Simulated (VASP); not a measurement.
Here is a VASP 6.6.1 calculation.

The input INCAR:

```
SYSTEM = SnSe
ALGO = Normal ; EDIFF = 1E-6
ENCUT = 520 ; GGA = PS
ISIF = 2 ; ISMEAR = 0
LASPH = .True. ; LCHARG = .True.
LELF = .True. ; LREAL = .False.
LVHAR = .True. ; LWAVE = .False.
NBANDS = 17 ; NELM = 60
PREC = Accurate ; SIGMA = 0.05
```

File KPOINTS:

```
k-points
0
Gamma
  8 8 8
  0 0 0
```

The input POSCAR:

```
SnSe
1.0
    0.0000000000      3.0100000000      3.0100000000
    3.0100000000      0.0000000000      3.0100000000
    3.0100000000      3.0100000000      0.0000000000
Sn Se
1 1
Direct
    0.0000000000      0.0000000000      0.0000000000
    0.5249169435      0.5249169435      0.4750830565
```

Potentials or basis: VASP PAW PBE potentials, release 64 (Sn_d, Se).

The run is started by

```console
$ cat potpaw_PBE.64/Sn_d/POTCAR potpaw_PBE.64/Se/POTCAR > POTCAR
$ mpirun -np 1 vasp_std > vasp.out
```

Question: Predict the pressure.

Answer: -1.6 GPa.

Question: Estimate the largest force.

Answer: 0.045 eV/Å.

Question: Predict the band gap on the k mesh.

Answer: 0.74 eV, direct.

Forces on the atoms (eV/Å):
```
Sn   0.000  0.000  0.045
Se   0.000  0.000 -0.045
```

Caveat: the cell differs from its parent crystal (all Se atoms moved -0.150 Å, as atom 2 towards its neighbour atom 1 (Sn) at 3.010 Å); the PAW data sets were made with another functional, which shifts forces and pressure a little; spin-orbit coupling is left out, which moves the levels of the heavy elements. A k mesh can miss the band edges.
